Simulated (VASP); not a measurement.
# HfB (Fm-3m) in VASP: a series of runs

The runs below take HfB through single point, with PBE, RPBE.

Everything below comes from runs of VASP 6.6.1. Logs are shortened: lines on timing, memory, paths and dates and some standing lists are left out, and cuts for length are marked.

### Step 1. The cell of the first run

It takes space group Fm-3m (No. 225, cubic). Conventional cell: a = 4.620 Å, b = 4.620 Å, c = 4.620 Å, α = 90.00°, β = 90.00°, γ = 90.00°. Within 3.1 Å of Hf (site symmetry m-3m) lie 6 B at 2.31 Å. B (site symmetry m-3m) has 6 Hf at 2.31 Å within 3.1 Å.

### Step 2. Single point, PBE

File INCAR:

```
SYSTEM = HfB
  PREC = Accurate
  ENCUT = 520
  EDIFF = 1E-6
  ISMEAR = 0
  SIGMA = 0.019000000000000003
  LREAL = .FALSE.
  LASPH = .TRUE.
  NELM = 60
  ALGO = Normal
  ISIF = 2
  LWAVE = .FALSE.
  LCHARG = .FALSE.
  GGA = PE
  NBANDS = 14
```

File KPOINTS:

```
regular mesh
0
G
  10 10 10
  0 0 0
```

File POSCAR:

```
HfB
1.0
    0.0000000000      2.3100000000      2.3100000000
    2.3100000000      0.0000000000      2.3100000000
    2.3100000000      2.3100000000      0.0000000000
Hf B
1 1
Direct
    0.5000000000      0.5000000000      0.5000000000
    0.0000000000      0.0000000000      0.0000000000
```

Potentials or basis: VASP PAW PBE potentials, release 64 (Hf_pv, B).

The run is started by

```sh
> cat potpaw_PBE.64/Hf_pv/POTCAR potpaw_PBE.64/B/POTCAR > POTCAR
> mpirun -np 1 vasp_std > vasp.out
```

OUTCAR:

```text
SYSTEM = HfB
   PREC = Accurate
   ENCUT = 520
   EDIFF = 1E-6
   ISMEAR = 0
   LREAL = .FALSE.
   LASPH = .TRUE.
   NELM = 60
   ISIF = 2
   GGA = PE

 ion  position               nearest neighbor table
   1  0.500  0.500  0.500-   2 2.31   2 2.31   2 2.31   2 2.31   2 2.31   2 2.31
   2  0.000  0.000  0.000-   1 2.31   1 2.31   1 2.31   1 2.31   1 2.31   1 2.31

  LATTYP: Found a face centered cubic cell.
 ALAT       =     4.6200000000

  Lattice vectors:

 A1 = (   0.0000000000,   2.3100000000,   2.3100000000)
 A2 = (   2.3100000000,   0.0000000000,   2.3100000000)
 A3 = (   2.3100000000,   2.3100000000,   0.0000000000)

Analysis of symmetry for initial positions (statically):
=====================================================================
 Subroutine PRICEL returns:
 Original cell was already a primitive cell.

 Routine SETGRP: Setting up the symmetry group for a
 face centered cubic supercell.

 Subroutine GETGRP returns: Found 48 space group operations
 (whereof 48 operations were pure point group operations)
 out of a pool of 48 trial point group operations.

The static configuration has the point symmetry O_h .

Analysis of symmetry for dynamics (positions and initial velocities):
=====================================================================
 Subroutine PRICEL returns:
 Original cell was already a primitive cell.

 Routine SETGRP: Setting up the symmetry group for a
 face centered cubic supercell.

 Subroutine GETGRP returns: Found 48 space group operations
 (whereof 48 operations were pure point group operations)
 out of a pool of 48 trial point group operations.

The dynamic configuration has the point symmetry O_h .

 Subroutine INISYM returns: Found 48 space group operations
 (whereof 48 operations are pure point group operations),
 and found     1 'primitive' translations

----------------------------------------------------------------------------------------

                                     Primitive cell

  volume of cell :      24.6528

  direct lattice vectors                    reciprocal lattice vectors
     0.000000000  2.310000000  2.310000000    -0.216450216  0.216450216  0.216450216
     2.310000000  0.000000000  2.310000000     0.216450216 -0.216450216  0.216450216
     2.310000000  2.310000000  0.000000000     0.216450216  0.216450216 -0.216450216

  length of vectors
     3.266833329  3.266833329  3.266833329     0.374902772  0.374902772  0.374902772

  position of ions in fractional coordinates (direct lattice)
     0.500000000  0.500000000  0.500000000
     0.000000000  0.000000000  0.000000000

  ion indices of the primitive-cell ions
   primitive index   ion index
                 1           1
                 2           2

----------------------------------------------------------------------------------------

 KPOINTS: regular mesh

Automatic generation of k-mesh.
 Grid dimensions read from file:
 generate k-points for:   10   10   10

 Generating k-lattice:

  Cartesian coordinates                     Fractional coordinates (reciprocal lattice)
    -0.021645022  0.021645022  0.021645022     0.100000000  0.000000000  0.000000000
     0.021645022 -0.021645022  0.021645022     0.000000000  0.100000000  0.000000000
     0.021645022  0.021645022 -0.021645022     0.000000000  0.000000000  0.100000000

  Length of vectors
     0.037490277  0.037490277  0.037490277

  Shift w.r.t. Gamma in fractional coordinates (k-lattice)
     0.000000000  0.000000000  0.000000000

 Subroutine IBZKPT returns following result:
 ===========================================

 Found     47 irreducible k-points:

 Following reciprocal coordinates:
            Coordinates               Weight
  0.000000  0.000000  0.000000      1.000000
  0.100000  0.000000  0.000000      8.000000
  0.200000  0.000000  0.000000      8.000000
  0.300000  0.000000  0.000000      8.000000
  0.400000  0.000000  0.000000      8.000000
  0.500000  0.000000  0.000000      4.000000
[... 16 lines left out ...]
  0.300000  0.300000  0.000000      6.000000
  0.400000  0.300000  0.000000     24.000000
 [... further k-points ...]
   k-points           NKPTS =     47   k-points in BZ     NKDIM =     47   number of bands    NBANDS=     14
   number of dos      NEDOS =    301   number of ions     NIONS =      2
   total plane-waves  NPLWV =  13824
   dimension x,y,z NGX =    24 NGY =   24 NGZ =   24
   dimension x,y,z NGXF=    48 NGYF=   48 NGZF=   48
   ions per type =               1   1
   NGX,Y,Z   is equivalent  to a cutoff of  12.21, 12.21, 12.21 a.u.
   NGXF,Y,Z  is equivalent  to a cutoff of  24.43, 24.43, 24.43 a.u.
 SYSTEM =  HfB
   PREC   = accura    normal or accurate (medium, high low for compatibility)
   ISTART =      0    job   : 0-new  1-cont  2-samecut
   ICHARG =      2    charge: 1-file 2-atom 10-const
   ISPIN  =      1    spin polarized calculation?
   LNONCOLLINEAR =      F non collinear calculations
   LSORBIT =      F    spin-orbit coupling
   LASPH  =      T    aspherical Exc in radial PAW
   ENCUT  =  520.0 eV  38.22 Ry    6.18 a.u.   6.07  6.07  6.07*2*pi/ulx,y,z
   NELM   =     60;   NELMIN=  2; NELMDL= -5     # of ELM steps
   EDIFF  = 0.1E-05   stopping-criterion for ELM
   LREAL  =      F    real-space projection
   EDIFFG = 0.1E-04   stopping-criterion for IOM
   NSW    =      0    number of steps for IOM
   IBRION =     -1    ionic relax: 0-MD 1-quasi-New 2-CG
   NFREE  =      0    steps in history (QN), initial steepest desc. (CG)
   ISIF   =      2    stress and relaxation
   ISYM   =      2    0-nonsym 1-usesym 2-fastsym
   POTIM  = 0.5000    time-step for ionic-motion
   TEBEG  =    0.0;   TEEND  =   0.0 temperature during run
   PSTRESS=    0.0 pullay stress
   NELECT =      13.0000    total number of electrons
   NUPDOWN=      -1.0000    fix difference up-down
   EMIN   =  10.00;   EMAX   =-10.00  energy-range for DOS
   EFERMI =   0.00;   METHOD = LEGACY
   ISMEAR =     0;   SIGMA  =   0.02  broadening in eV -4-tet -1-fermi 0-gaus
   EFERMI_NEDOS =   21; number of points for ismear=-14 and -15
   IALGO  =     38    algorithm
   IMIX   =      4    mixing-type and parameters
     AMIX     =   0.40;   BMIX     =  1.00
     AMIX_MAG =   1.60;   BMIX_MAG =  1.00
  volume/ion in A,a.u.               =      12.33        83.18
  Fermi-wavevector in a.u.,A,eV,Ry     =   1.322617  2.499383 23.800871  1.749315
  Thomas-Fermi vector in A             =   2.452285
   LORBIT       =      0    0 simple, 1 ext, 2 COOP (PROOUT), +10 PAW based schemes
   GGA     = PE    functional components
   LHFCALC =     F    Hartree Fock is set to
   AEXX    =    0.0000 exact exchange contribution
   IVDW    =     0    specifies the selected vdW correction
   LEPSILON=     F    determine dielectric tensor
   LRPA    =     F    only Hartree local field effects (RPA)
 non-spin polarized calculation
 Gauss-broadening in eV      SIGMA  =   0.02
  energy-cutoff  :      520.00
  volume of cell :       24.65
 maximum number of plane-waves:       678
   NGX = 13   NGY = 13   NGZ = 13

 number of electron      13.0000002 magnetization

 Free energy of the ion-electron system (eV)
  ---------------------------------------------------
  ext. energy  EPLUGINS =         0.00000000
  ---------------------------------------------------
  free energy    TOTEN  =       -17.14298739 eV

  energy without entropy =      -17.14252046  energy(sigma->0) =      -17.14275393

 E-fermi :   5.1005     XC(G=0): -12.3044

 val. band max:        5.0808420071   @ k =  -0.2000   0.1000   0.0000
 cond. band min:       5.1115842817   @ k =   0.5000   0.3000   0.1000
 fundamental gap:      0.0307422747
 Fermi energy:         5.1005448992

 k-point     1 :       0.0000    0.0000    0.0000
  band No.  band energies     occupation
      1     -23.1633      2.00000
      2     -23.1633      2.00000
      3     -23.1633      2.00000
      4      -4.4548      2.00000
      5       7.3312      0.00000
      6       7.3312      0.00000
      7       7.3312      0.00000
      8       9.0657      0.00000
      9       9.0657      0.00000
     10       9.0657      0.00000
     11       9.3562      0.00000
     12       9.3562      0.00000
     13      16.8062      0.00000
     14      18.1251      0.00000

 k-point     2 :       0.1000    0.0000    0.0000
  band No.  band energies     occupation
      1     -23.2379      2.00000
      2     -23.1708      2.00000
      3     -23.1708      2.00000
      4      -4.1664      2.00000
      5       6.4146      0.00000
      6       6.9530      0.00000
      7       6.9530      0.00000
      8       8.0550      0.00000
      9       8.0550      0.00000
     10       9.5293      0.00000
     11      11.3261      0.00000
     12      11.3261      0.00000
     13      17.5401      0.00000
     14      18.4405      0.00000

 k-point     3 :       0.2000    0.0000    0.0000
  band No.  band energies     occupation
      1     -23.4281      2.00000
      2     -23.1904      2.00000
      3     -23.1904      2.00000
      4      -3.3602      2.00000
      5       4.8866      2.00000
      6       5.6585      0.00000
      7       5.6585      0.00000
      8       8.6424      0.00000
      9       8.6424      0.00000
     10      10.0334      0.00000
     11      13.7147      0.00000
     12      13.7147      0.00000
     13      18.8369      0.00000
     14      19.4478      0.00000
[... 324 lines left out ...]
 k-point    23 :       0.3000    0.3000    0.0000
  band No.  band energies     occupation
      1     -23.6129      2.00000
      2     -23.3340      2.00000
      3     -23.3340      2.00000
      4      -1.9678      2.00000
      5       2.9857      2.00000
      6       4.8859      2.00000
      7       6.8105      0.00000
      8       6.8105      0.00000
      9      10.5761      0.00000
     10      12.9918      0.00000
     11      12.9918      0.00000
     12      16.6491      0.00000
     13      19.9916      0.00000
     14      20.4276      0.00000

 k-point    24 :       0.4000    0.3000    0.0000
  band No.  band energies     occupation
      1     -23.7077      2.00000
      2     -23.3843      2.00000
      3     -23.3614      2.00000
      4      -1.5099      2.00000
      5       2.9674      2.00000
      6       4.3495      2.00000
      7       6.4711      0.00000
      8       7.2879      0.00000
      9      11.4872      0.00000
     10      13.1158      0.00000
     11      13.3881      0.00000
     12      17.5915      0.00000
     13      18.0570      0.00000
     14      20.3484      0.00000

 [... further k-points ...]
[... 5 lines left out ...]
  --------------------------------------------------------------------------------------
  -------------------------------------------------------------------------------------
  Total        4.6434538      4.6434538      4.6434538     -0.0000000      0.0000000     -0.0000000
  in kB      301.7767516    301.7767516    301.7767516     -0.0000000      0.0000000     -0.0000000
  external PRESSURE =     301.7767516 kB  Pullay stress =       0.0000000 kB

 VOLUME and BASIS-vectors are now :
 -----------------------------------------------------------------------------
  energy-cutoff  :      520.00
  volume of cell :       24.65
      direct lattice vectors                 reciprocal lattice vectors
     0.000000000  2.310000000  2.310000000    -0.216450216  0.216450216  0.216450216
     2.310000000  0.000000000  2.310000000     0.216450216 -0.216450216  0.216450216
     2.310000000  2.310000000  0.000000000     0.216450216  0.216450216 -0.216450216

 POSITION                                       TOTAL-FORCE (eV/Angst)
 -----------------------------------------------------------------------------------
      2.31000      2.31000      2.31000        -0.000000     -0.000000     -0.000000
      0.00000      0.00000      0.00000         0.000000      0.000000      0.000000
 -----------------------------------------------------------------------------------
    total drift:                               -0.000000     -0.000000      0.000000

  FREE ENERGIE OF THE ION-ELECTRON SYSTEM (eV)
  ---------------------------------------------------
  free  energy   TOTEN  =       -17.1429873949 eV

  energy  without entropy=      -17.1425204573  energy(sigma->0) =      -17.14275393
```

Run time: 26 s. Hardware: 1 thread of Intel Xeon 8259CL, shared host; peak memory 0.15 GiB.

Results:

```yaml
Free_energy: -17.1430 eV
Pressure: 30.2 GPa
```

Caveat: spin-orbit coupling is left out, which moves the levels of the heavy elements.

### Step 3. Single point, PBE

File INCAR:

```
  PREC = Accurate
  ENCUT = 520
  EDIFF = 1E-6
  ISMEAR = 0
  SIGMA = 0.020999999999999998
  LREAL = F
  LASPH = T
  NELM = 60
  ALGO = Normal
  ISIF = 2
  LWAVE = F
  LCHARG = T
  GGA = PE
  LELF = T
  LVHAR = T
  NBANDS = 14
```

File KPOINTS:

```
Automatic mesh
0
Gamma
  10 10 10
```

POSCAR is that of step 2.

Potentials or basis: VASP PAW PBE potentials, release 64 (Hf_pv, B).

The run is started by

```sh
> cat potpaw_PBE.64/Hf_pv/POTCAR potpaw_PBE.64/B/POTCAR > POTCAR
> mpirun -np 1 vasp_std > vasp.out
```

Run time: 25 s. Hardware: 1 thread of Intel Xeon 8259CL, shared host; peak memory 0.15 GiB.

Results (log left out):

```yaml
Free_energy: -17.1430 eV
Pressure: 30.2 GPa
```

Levels at points of the mesh, in eV from the Fermi level:
```
           k point  band 3  band 4  band 5  band 6  band 7  band 8  band 9  band 10  band 11  band 12
(0.00, 0.00, 0.00)  -28.26   -9.56    2.23    2.23    2.23    3.97    3.97     3.97     4.26     4.26
(0.50, 0.00, 0.00)  -28.34   -5.00   -4.05   -1.35   -1.35    6.57    6.57     7.62     8.48    14.04
(0.50, 0.50, 0.00)  -28.52   -6.72   -1.07   -0.89    2.38    2.38    6.28     7.95     7.95     9.46
```

Caveat: spin-orbit coupling is left out, which moves the levels of the heavy elements.

### Step 4. Single point, PBE

File INCAR:

```
SYSTEM = HfB
  PREC = Accurate
  ENCUT = 520
  EDIFF = 1E-6
  ISMEAR = 0
  SIGMA = 0.022
  LREAL = .False.
  LASPH = .True.
  NELM = 100
  ALGO = Normal
  ISIF = 2
  LWAVE = .False.
  LCHARG = .False.
  GGA = PE
  NBANDS = 14
```

File KPOINTS:

```
Automatic mesh
0
Gamma
  10 10 10
  0 0 0
```

POSCAR is that of step 3.

The run is started by

```sh
> cat potpaw_PBE.64/Hf_pv/POTCAR potpaw_PBE.64/B/POTCAR > POTCAR
> mpirun -np 1 vasp_std > vasp.out
```

Run time: 16 s. Hardware: 1 thread of Intel Xeon 8259CL, shared host; peak memory 0.15 GiB.

The run converged. Its results:

```
Free energy : -17.1431 eV
Pressure    : 30.2 GPa
```

Levels at points of the mesh, in eV from the Fermi level:
```csv
k point,band 5,band 6,band 7,band 8,band 9,band 10
"(0.00, 0.00, 0.00)",2.23,2.23,2.23,3.97,3.97,3.97
"(0.50, 0.00, 0.00)",-4.05,-1.35,-1.35,6.57,6.57,7.62
"(0.50, 0.50, 0.00)",-1.07,-0.89,2.39,2.39,6.28,7.95
```

Caveat: spin-orbit coupling is left out, which moves the levels of the heavy elements.

(Part 1 of 2 ends here.)
